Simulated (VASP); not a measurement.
# CuCl (R3m) in VASP: a series of runs

CuCl is run at these levels: PBE; tasks: relaxation of shape and atoms at fixed volume, single point.

Everything below comes from runs of VASP 6.6.1. Logs are shortened: lines on timing, memory, paths and dates and some standing lists are left out, and cuts for length are marked.

## Step 1: The cell of the first run

The typed cell holds 2 atoms: a = 3.911 Å, b = 3.911 Å, c = 3.911 Å, α = 60.01°, β = 60.01°, γ = 60.01°.

## Step 2: Relaxation of shape and atoms at fixed volume, PBE (21.15 Å³/atom)

Contents of INCAR:

```
ALGO = Normal
EDIFF = 1E-7
EDIFFG = -0.01
ENCUT = 600
GGA = PE
GGA_COMPAT = F
IBRION = 2
ISIF = 4
ISMEAR = 0
LASPH = T
LCHARG = F
LREAL = F
LWAVE = F
NELM = 120
NELMIN = 4
NSW = 50
PREC = Accurate
SIGMA = 0.02
```

Contents of KPOINTS:

```
k-points
0
Gamma
  12 12 12
```

Contents of POSCAR:

```
CuCl
1.0
    1.9555409473      1.1290320923      3.1930017995
   -1.9555409473      1.1290320923      3.1930017995
    0.0000000000     -2.2580641846      3.1930017996
Cu Cl
1 1
Direct
    0.0085319862      0.0085319862      0.0085319862
    0.7584666838      0.7584666838      0.7584666838
```

Potentials or basis: VASP PAW PBE potentials, release 64 (Cu, Cl).

Launch:

```bash
> cat potpaw_PBE.64/Cu/POTCAR potpaw_PBE.64/Cl/POTCAR > POTCAR
> mpirun -np 1 vasp_std > vasp.out
```

OUTCAR:

```text
EDIFF = 1E-7
   EDIFFG = -0.01
   ENCUT = 600
   GGA = PE
   IBRION = 2
   ISIF = 4
   ISMEAR = 0
   LASPH = T
   LREAL = F
   NELM = 120
   NELMIN = 4
   NSW = 50
   PREC = Accurate

 ion  position               nearest neighbor table
   1  0.009  0.009  0.009-   2 2.39   2 2.39   2 2.39   2 2.40
   2  0.758  0.758  0.758-   1 2.39   1 2.39   1 2.39   1 2.40

  LATTYP: Found a trigonal (rhomboedric) cell.
 ALAT       =     3.9107690233
 COS(alpha) =     0.4999199943

  Lattice vectors:

 A1 = (   1.9555409473,   1.1290320923,   3.1930017995)
 A2 = (  -1.9555409473,   1.1290320923,   3.1930017995)
 A3 = (   0.0000000000,  -2.2580641846,   3.1930017996)

Analysis of symmetry for initial positions (statically):
=====================================================================
 Subroutine PRICEL returns:
 Original cell was already a primitive cell.

 Routine SETGRP: Setting up the symmetry group for a
 trigonal (rhombohedral) supercell.

 Subroutine GETGRP returns: Found  6 space group operations
 (whereof  6 operations were pure point group operations)
 out of a pool of 12 trial point group operations.

The static configuration has the point symmetry C_3v.

Analysis of symmetry for dynamics (positions and initial velocities):
=====================================================================
 Subroutine PRICEL returns:
 Original cell was already a primitive cell.

 Routine SETGRP: Setting up the symmetry group for a
 trigonal (rhombohedral) supercell.

 Subroutine GETGRP returns: Found  6 space group operations
 (whereof  6 operations were pure point group operations)
 out of a pool of 12 trial point group operations.

The dynamic configuration has the point symmetry C_3v.

 Subroutine INISYM returns: Found  6 space group operations
 (whereof  6 operations are pure point group operations),
 and found     1 'primitive' translations

----------------------------------------------------------------------------------------

                                     Primitive cell

  volume of cell :      42.2984

  direct lattice vectors                    reciprocal lattice vectors
     1.955540947  1.129032092  3.193001800     0.255683728  0.147619069  0.104394972
    -1.955540947  1.129032092  3.193001800    -0.255683728  0.147619069  0.104394972
     0.000000000 -2.258064185  3.193001800     0.000000000 -0.295238139  0.104394972

  length of vectors
     3.910769023  3.910769023  3.910769023     0.313151511  0.313151511  0.313151511

  position of ions in fractional coordinates (direct lattice)
     0.008531986  0.008531986  0.008531986
     0.758466684  0.758466684  0.758466684

  ion indices of the primitive-cell ions
   primitive index   ion index
                 1           1
                 2           2

----------------------------------------------------------------------------------------

 KPOINTS: k-points

Automatic generation of k-mesh.
 Grid dimensions read from file:
 generate k-points for:   12   12   12

 Generating k-lattice:

  Cartesian coordinates                     Fractional coordinates (reciprocal lattice)
     0.021306977  0.012301589  0.008699581     0.083333333  0.000000000  0.000000000
    -0.021306977  0.012301589  0.008699581     0.000000000  0.083333333  0.000000000
     0.000000000 -0.024603178  0.008699581    -0.000000000 -0.000000000  0.083333333

  Length of vectors
     0.026095959  0.026095959  0.026095959

  Shift w.r.t. Gamma in fractional coordinates (k-lattice)
     0.000000000  0.000000000  0.000000000

 Subroutine IBZKPT returns following result:
 ===========================================

 Found    189 irreducible k-points:

 Following reciprocal coordinates:
            Coordinates               Weight
  0.000000  0.000000  0.000000      1.000000
  0.083333  0.000000  0.000000      6.000000
  0.166667  0.000000  0.000000      6.000000
  0.250000  0.000000  0.000000      6.000000
  0.333333  0.000000  0.000000      6.000000
  0.416667  0.000000  0.000000      6.000000
[... 16 lines left out ...]
  0.500000  0.166667 -0.000000     12.000000
 -0.416667  0.166667 -0.000000     12.000000
 [... further k-points ...]
   k-points           NKPTS =    189   k-points in BZ     NKDIM =    189   number of bands    NBANDS=     13
   number of dos      NEDOS =    301   number of ions     NIONS =      2
   total plane-waves  NPLWV =  32768
   dimension x,y,z NGX =    32 NGY =   32 NGZ =   32
   dimension x,y,z NGXF=    64 NGYF=   64 NGZF=   64
   ions per type =               1   1
   NGX,Y,Z   is equivalent  to a cutoff of  13.60, 13.60, 13.60 a.u.
   NGXF,Y,Z  is equivalent  to a cutoff of  27.21, 27.21, 27.21 a.u.
 SYSTEM =  unknown system
   PREC   = accura    normal or accurate (medium, high low for compatibility)
   ISTART =      0    job   : 0-new  1-cont  2-samecut
   ICHARG =      2    charge: 1-file 2-atom 10-const
   ISPIN  =      1    spin polarized calculation?
   LNONCOLLINEAR =      F non collinear calculations
   LSORBIT =      F    spin-orbit coupling
   LASPH  =      T    aspherical Exc in radial PAW
   ENCUT  =  600.0 eV  44.10 Ry    6.64 a.u.   7.81  7.81  7.81*2*pi/ulx,y,z
   NELM   =    120;   NELMIN=  4; NELMDL= -5     # of ELM steps
   EDIFF  = 0.1E-06   stopping-criterion for ELM
   LREAL  =      F    real-space projection
   EDIFFG = -.1E-01   stopping-criterion for IOM
   NSW    =     50    number of steps for IOM
   IBRION =      2    ionic relax: 0-MD 1-quasi-New 2-CG
   NFREE  =      1    steps in history (QN), initial steepest desc. (CG)
   ISIF   =      4    stress and relaxation
   ISYM   =      2    0-nonsym 1-usesym 2-fastsym
   POTIM  = 0.5000    time-step for ionic-motion
   TEBEG  =    0.0;   TEEND  =   0.0 temperature during run
   PSTRESS=    0.0 pullay stress
   NELECT =      18.0000    total number of electrons
   NUPDOWN=      -1.0000    fix difference up-down
   EMIN   =  10.00;   EMAX   =-10.00  energy-range for DOS
   EFERMI =   0.00;   METHOD = LEGACY
   ISMEAR =     0;   SIGMA  =   0.02  broadening in eV -4-tet -1-fermi 0-gaus
   EFERMI_NEDOS =   21; number of points for ismear=-14 and -15
   IALGO  =     38    algorithm
   IMIX   =      4    mixing-type and parameters
     AMIX     =   0.40;   BMIX     =  1.00
     AMIX_MAG =   1.60;   BMIX_MAG =  1.00
  volume/ion in A,a.u.               =      21.15       142.72
  Fermi-wavevector in a.u.,A,eV,Ry     =   1.231377  2.326966 20.630377  1.516290
  Thomas-Fermi vector in A             =   2.366189
   LORBIT       =      0    0 simple, 1 ext, 2 COOP (PROOUT), +10 PAW based schemes
   GGA     = PE    functional components
   LHFCALC =     F    Hartree Fock is set to
   AEXX    =    0.0000 exact exchange contribution
   IVDW    =     0    specifies the selected vdW correction
   LEPSILON=     F    determine dielectric tensor
   LRPA    =     F    only Hartree local field effects (RPA)
 conjugate gradient relaxation of ions
 non-spin polarized calculation
 Gauss-broadening in eV      SIGMA  =   0.02
  energy-cutoff  :      600.00
  volume of cell :       42.30
 maximum number of plane-waves:      1428
   NGX = 15   NGY = 15   NGZ = 15

 number of electron      18.0000001 magnetization

 Free energy of the ion-electron system (eV)
  ---------------------------------------------------
  ext. energy  EPLUGINS =         0.00000000
  ---------------------------------------------------
  free energy    TOTEN  =        -6.32565923 eV

  energy without entropy =       -6.32565923  energy(sigma->0) =       -6.32565923

 E-fermi :   3.4099     XC(G=0):  -9.0934

 val. band max:        3.2702724402   @ k =   0.0000   0.0000   0.0000
 cond. band min:       3.7043810174   @ k =   0.0000   0.0000   0.0000
 fundamental gap:      0.4341085772
 Fermi energy:         3.4099490147

 k-point     1 :       0.0000    0.0000    0.0000
  band No.  band energies     occupation
      1     -13.4377      2.00000
      2      -1.3887      2.00000
      3      -1.3887      2.00000
      4      -1.3870      2.00000
      5       1.9883      2.00000
      6       1.9883      2.00000
      7       3.2695      2.00000
      8       3.2703      2.00000
      9       3.2703      2.00000
     10       3.7044      0.00000
     11      10.0224      0.00000
     12      10.0224      0.00000
     13      10.0240      0.00000

 k-point     2 :       0.0833    0.0000    0.0000
  band No.  band energies     occupation
      1     -13.4141      2.00000
      2      -1.5240      2.00000
      3      -1.3879      2.00000
      4      -1.3864      2.00000
      5       1.9843      2.00000
      6       1.9843      2.00000
      7       3.0759      2.00000
      8       3.2415      2.00000
      9       3.2421      2.00000
     10       4.0427      0.00000
     11       9.8325      0.00000
     12      10.1101      0.00000
     13      10.1113      0.00000

 k-point     3 :       0.1667    0.0000    0.0000
  band No.  band energies     occupation
      1     -13.3485      2.00000
      2      -1.8622      2.00000
      3      -1.3860      2.00000
      4      -1.3846      2.00000
      5       1.9780      2.00000
      6       1.9781      2.00000
      7       2.8082      2.00000
      8       3.1636      2.00000
      9       3.1640      2.00000
     10       4.6621      0.00000
     11       9.4688      0.00000
     12      10.3160      0.00000
     13      10.3165      0.00000
[... 305 lines left out ...]
 k-point    23 :       0.5000    0.1667   -0.0000
  band No.  band energies     occupation
      1     -13.0331      2.00000
      2      -2.8044      2.00000
      3      -1.6581      2.00000
      4      -1.4239      2.00000
      5       1.9393      2.00000
      6       2.0613      2.00000
      7       2.1175      2.00000
      8       2.6509      2.00000
      9       2.6780      2.00000
     10       6.7639      0.00000
     11       9.0043      0.00000
     12      10.3528      0.00000
     13      11.0234      0.00000

 k-point    24 :      -0.4167    0.1667   -0.0000
  band No.  band energies     occupation
      1     -13.0263      2.00000
      2      -2.8087      2.00000
      3      -1.7105      2.00000
      4      -1.4021      2.00000
      5       1.9496      2.00000
      6       2.0180      2.00000
      7       2.1469      2.00000
      8       2.5708      2.00000
      9       2.7435      2.00000
     10       6.8121      0.00000
     11       9.1267      0.00000
     12      10.3099      0.00000
     13      10.9387      0.00000

 [... further k-points ...]

------------------------ aborting loop because EDIFF is reached ----------------------------------------

  FORCE on cell =-STRESS in cart. coord.  units (eV):
  Direction    XX          YY          ZZ          XY          YZ          ZX
  --------------------------------------------------------------------------------------
  -------------------------------------------------------------------------------------
  Total       -0.6127077     -0.6127077     -0.6124037      0.0000000      0.0000000     -0.0000000
  in kB      -23.2081397    -23.2081397    -23.1966239      0.0000000      0.0000000     -0.0000000
  external PRESSURE =     -23.2043011 kB  Pullay stress =       0.0000000 kB

 VOLUME and BASIS-vectors are now :
 -----------------------------------------------------------------------------
  energy-cutoff  :      600.00
  volume of cell :       42.30
      direct lattice vectors                 reciprocal lattice vectors
     1.955540947  1.129032092  3.193001800     0.255683728  0.147619069  0.104394972
    -1.955540947  1.129032092  3.193001800    -0.255683728  0.147619069  0.104394972
     0.000000000 -2.258064185  3.193001800     0.000000000 -0.295238139  0.104394972

 POSITION                                       TOTAL-FORCE (eV/Angst)
 -----------------------------------------------------------------------------------
      0.00000      0.00000      0.08173         0.000000      0.000000     -0.000185
      0.00000      0.00000      7.26536         0.000000      0.000000      0.000185
 -----------------------------------------------------------------------------------
    total drift:                               -0.000000     -0.000000      0.000188

  FREE ENERGIE OF THE ION-ELECTRON SYSTEM (eV)
  ---------------------------------------------------
  free  energy   TOTEN  =        -6.3256592350 eV

  energy  without entropy=       -6.3256592350  energy(sigma->0) =       -6.32565923

 reached required accuracy - stopping structural energy minimisation
```

Run time: 38 s. Hardware: 1 thread of Intel Xeon 6975P-C (Granite Rapids), shared host; peak memory 0.28 GiB.

What came out:

* Free energy: -6.3257 eV
* Pressure after relaxing: -2.3 GPa
* Band gap on the k mesh: 0.43 eV

Final structure:
```yaml
crystal:
  lattice:
    - [1.95554, 1.12903, 3.19300]
    - [-1.95554, 1.12903, 3.19300]
    - [0.00000, -2.25806, 3.19300]
  atoms:
    - { symbol: Cu, position: [0.00853, 0.00853, 0.00853] }
    - { symbol: Cl, position: [0.75847, 0.75847, 0.75847] }
```

Levels at points of the mesh, in eV from the valence-band top:
```tsv
k point	band 7	band 8	band 9	band 10	band 11	band 12
(0.00, 0.00, 0.00)	0.00	0.00	0.00	0.43	6.75	6.75
(0.50, 0.00, 0.00)	-1.17	-0.48	-0.48	2.79	6.53	7.16
(0.50, 0.50, 0.00)	-1.12	-0.94	-0.94	3.51	4.34	8.45
(0.50, 0.50, 0.50)	-1.17	-0.48	-0.48	2.79	6.53	7.16
```

Caveat: semilocal functionals underestimate gaps, and a narrow one can read as zero. A k mesh can miss the band edges.

## Step 3: Relaxation of shape and atoms at fixed volume, PBE (21.95 Å³/atom)

This run uses another cell than the first one, of 21.95 Å³/atom.

Contents of INCAR:

```
PREC = Accurate
ENCUT = 600
EDIFF = 1E-7
ISMEAR = 0
SIGMA = 0.02
LREAL = F
LASPH = T
NELM = 120
ALGO = Normal
ISIF = 4
LWAVE = F
LCHARG = F
GGA = PE
IBRION = 2
NSW = 50
EDIFFG = -0.01
GGA_COMPAT = F
NELMIN = 4
```

Contents of KPOINTS:

```
Automatic mesh
0
Gamma
  12 12 12
```

Contents of POSCAR:

```
CuCl
1.0
    1.9798358656      1.1430587700      3.2326704743
   -1.9798358656      1.1430587700      3.2326704743
    0.0000000000     -2.2861175399      3.2326704744
Cu Cl
1 1
Direct
    0.0085319862      0.0085319862      0.0085319862
    0.7584666838      0.7584666838      0.7584666838
```

Potentials or basis: VASP PAW PBE potentials, release 64 (Cu, Cl).

Launch:

```bash
> cat potpaw_PBE.64/Cu/POTCAR potpaw_PBE.64/Cl/POTCAR > POTCAR
> mpirun -np 1 vasp_std > vasp.out
```

Run time: 39 s. Hardware: 1 thread of Intel Xeon 6975P-C (Granite Rapids), shared host; peak memory 0.28 GiB.

The run converged. Its results:

* Free energy: -6.2961 eV
* Pressure after relaxing: -3.5 GPa
* Band gap on the k mesh: 0.38 eV

Final structure:
```xyz
2
Lattice="1.9798 1.1431 3.2327 -1.9798 1.1431 3.2327 0.0000 -2.2861 3.2327" Properties=species:S:1:pos:R:3 pbc="T T T"
Cu    0.0000    0.0000    0.0827
Cl    0.0000    0.0000    7.3556
```

Levels at points of the mesh, in eV from the valence-band top:
| k point | band 5 | band 6 | band 7 | band 8 | band 9 | band 10 | band 11 | band 12 | band 13 |
| --- | --- | --- | --- | --- | --- | --- | --- | --- | --- |
| (0.00, 0.00, 0.00) | -1.18 | -1.18 | 0.00 | 0.00 | 0.00 | 0.38 | 6.75 | 6.75 | 6.75 |
| (0.50, 0.00, 0.00) | -1.12 | -1.12 | -1.08 | -0.44 | -0.44 | 2.72 | 6.39 | 7.14 | 7.15 |
| (0.50, 0.50, 0.00) | -1.27 | -1.10 | -1.03 | -0.86 | -0.86 | 3.54 | 4.25 | 8.30 | 10.33 |
| (0.50, 0.50, 0.50) | -1.12 | -1.12 | -1.08 | -0.44 | -0.44 | 2.72 | 6.39 | 7.14 | 7.14 |

Caveat: semilocal functionals underestimate gaps, and a narrow one can read as zero.

## Step 4: Single point, PBE, collinear spin

Contents of INCAR:

```
SYSTEM = CuCl
  PREC = Accurate
  ENCUT = 600
  EDIFF = 1E-6
  ISMEAR = 0
  SIGMA = 0.02
  LREAL = .FALSE.
  LASPH = .TRUE.
  NELM = 200
  ALGO = Normal
  ISIF = 2
  LWAVE = .FALSE.
  LCHARG = .FALSE.
  ISPIN = 2
  MAGMOM = 1 3
  LORBIT = 11
  LMAXMIX = 4
  GGA = PE
  NBANDS = 20
  GGA_COMPAT = .FALSE.
```

Contents of KPOINTS:

```
regular mesh
0
G
  12 12 12
  0 0 0
```

Contents of POSCAR:

```
CuCl
1.0
    1.9555409473      1.1290320924      3.1930017995
   -1.9555409473      1.1290320924      3.1930017995
    0.0000000000     -2.2580641846      3.1930017996
Cu Cl
1 1
Direct
    0.0085319862      0.0085319862      0.0085319862
    0.7584666838      0.7584666838      0.7584666838
```

Launch:

```bash
> cat potpaw_PBE.64/Cu/POTCAR potpaw_PBE.64/Cl/POTCAR > POTCAR
> mpirun -np 1 vasp_std > vasp.out
```

It took 2 min on 1 thread of Intel Xeon 6975P-C (Granite Rapids), shared host; peak memory 0.41 GiB.

It converged, with:

| Property | Result |
| --- | --- |
| Free energy | -6.3257 eV |
| Pressure | -2.3 GPa |
| Band gap on the k mesh | 0.43 eV |
| Net moment | 0.00 μB per cell |
| Valence electrons inside the program's atomic spheres | Cu 9.87; Cl 5.08 |

Levels at points of the mesh, in eV from the valence-band top:
Spin up:
```csv
k point,band 6,band 7,band 8,band 9,band 10,band 11,band 12,band 13
"(0.00, 0.00, 0.00)",-1.28,0.00,0.00,0.00,0.43,6.75,6.75,6.75
"(0.50, 0.00, 0.00)",-1.22,-1.17,-0.48,-0.48,2.79,6.53,7.16,7.16
"(0.50, 0.50, 0.00)",-1.19,-1.12,-0.94,-0.94,3.51,4.34,8.45,10.56
"(0.50, 0.50, 0.50)",-1.22,-1.17,-0.48,-0.48,2.79,6.53,7.16,7.16
```
Spin down:
```csv
k point,band 5,band 6,band 7,band 8,band 9,band 10,band 11,band 12,band 13,band 14
"(0.00, 0.00, 0.00)",-1.28,-1.28,0.00,0.00,0.00,0.43,6.75,6.75,6.75,11.61
"(0.50, 0.00, 0.00)",-1.22,-1.22,-1.17,-0.48,-0.48,2.79,6.53,7.16,7.16,11.67
"(0.50, 0.50, 0.00)",-1.38,-1.19,-1.12,-0.94,-0.94,3.51,4.34,8.45,10.56,10.56
"(0.50, 0.50, 0.50)",-1.22,-1.22,-1.17,-0.48,-0.48,2.79,6.53,7.16,7.16,11.67
```

Caveat: semilocal functionals underestimate gaps, and a narrow one can read as zero.

## Step 5: Summary

| task | spin | cell | gap on the mesh (eV) | pressure (GPa) |
| --- | --- | --- | --- | --- |
| relaxation of shape and atoms at fixed volume | off | relaxed from a = 3.911 Å, angles 60.0°, 2 atoms | 0.43 | -2.3 |
| relaxation of shape and atoms at fixed volume | off | relaxed from a = 3.959 Å, angles 60.0°, 2 atoms | 0.38 | -3.5 |
| single point | collinear | a = 3.911 Å, angles 60.0°, 2 atoms | 0.43 | -2.3 |

Alike in all rows: level PBE; potentials or basis VASP PAW PBE potentials, release 64 (Cu, Cl); k mesh 12 × 12 × 12; cutoff (eV) 600; smearing gaussian 0.02 eV.

Caveats: semilocal functionals underestimate gaps, and a narrow one can read as zero.

Absolute energies hang on the potentials; compare differences alone.
